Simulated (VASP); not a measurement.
# Zr2B3: relaxation of cell and atoms with PBE

The system is Zr2B3.

```
CELL_PARAMETERS angstrom
4.50231 0.00000 0.00000
-2.25116 3.89912 0.00000
0.00000 0.00000 4.70801
ATOMIC_POSITIONS crystal
Zr 0.33333 0.66667 0.50000
Zr 0.66667 0.33333 0.50000
B 0.00000 0.00000 0.66787
B 0.00000 0.00000 0.33213
B 0.00000 0.00000 0.00000
```

The cell was built from a structure type or drawn by symmetry, and may not be a known phase.

```json
{
  "Program": "VASP 6.6.1",
  "Task": "relaxation of cell and atoms",
  "Functional": "PBE",
  "Potentials or basis": "VASP PAW PBE potentials, release 64 (Zr_sv, B)",
  "Cutoff": "600 eV",
  "k mesh": "12 × 12 × 8",
  "Occupations": "gaussian, width 0.1 eV",
  "Spin": "no spin polarisation",
  "Dipole correction": "no",
  "Further INCAR settings": "ALGO = Normal; EDIFF = 1e-07; IBRION = 2; EDIFFG = -0.01; NSW = 100; ISIF = 3"
}
```

```
Relaxed volume                        : 16.67 Å³/atom
Relaxed cell                          : a = 4.527 Å, b = 4.527 Å, c = 4.697 Å, α = 90.00°, β = 90.00°, γ = 120.00°
Space group after relaxing (to 0.1 Å) : P6/mmm (No. 191)
Energy gained by relaxing             : 0.9 meV/atom
Ionic steps                           : 6
Pressure after relaxing               : 0.0 GPa
Largest force after relaxing          : 0.005 eV/Å
Band gap on the k mesh                : zero (an odd number of electrons rules out a gap without spin polarisation)
```

Forces in eV/Å, atoms in the order of the input:
```
Zr   0.000  0.000  0.000
Zr   0.000  0.000  0.000
B    0.000  0.000  0.005
B    0.000  0.000 -0.005
B    0.000  0.000  0.000
```

The path:
```
step  energy change (eV)  largest force (eV/Å)  pressure (GPa)  volume (Å³)
   1              0.0000                0.0816            0.62        82.65
   2             -0.0039                0.1317           -0.01        83.42
   3             -0.0043                0.0773            0.14        83.23
   4             -0.0040                0.1653           -0.09        83.44
   5             -0.0044                0.0081            0.05        83.30
   6             -0.0044                0.0053           -0.03        83.37
```

Final structure:
```
Zr B
1.0
     4.52731    0.00000    0.00000
    -2.26365    3.92076    0.00000
     0.00000    0.00000    4.69682
Zr B
2 3
Direct
  0.33333 0.66667 0.50000
  0.66667 0.33333 0.50000
  0.00000 0.00000 0.66745
  0.00000 0.00000 0.33255
  0.00000 0.00000 0.00000
```

Levels at points of the mesh, in eV from the Fermi level:
| k point | band 14 | band 15 | band 16 | band 17 | band 18 | band 19 |
| --- | --- | --- | --- | --- | --- | --- |
| (0.00, 0.00, 0.00) | -0.30 | -0.30 | -0.24 | 0.98 | 0.98 | 1.31 |
| (0.50, 0.00, 0.00) | -1.64 | -1.16 | -0.85 | -0.12 | 0.42 | 0.72 |
| (0.00, 0.00, 0.50) | -1.42 | -1.42 | -0.66 | -0.66 | 1.06 | 1.39 |
| (0.50, 0.00, 0.50) | -2.92 | -2.71 | -1.08 | 0.11 | 1.09 | 1.29 |

It took 19 min on 1 thread of Intel Xeon 8259CL, with other jobs on the host, peak memory 0.35 GiB.
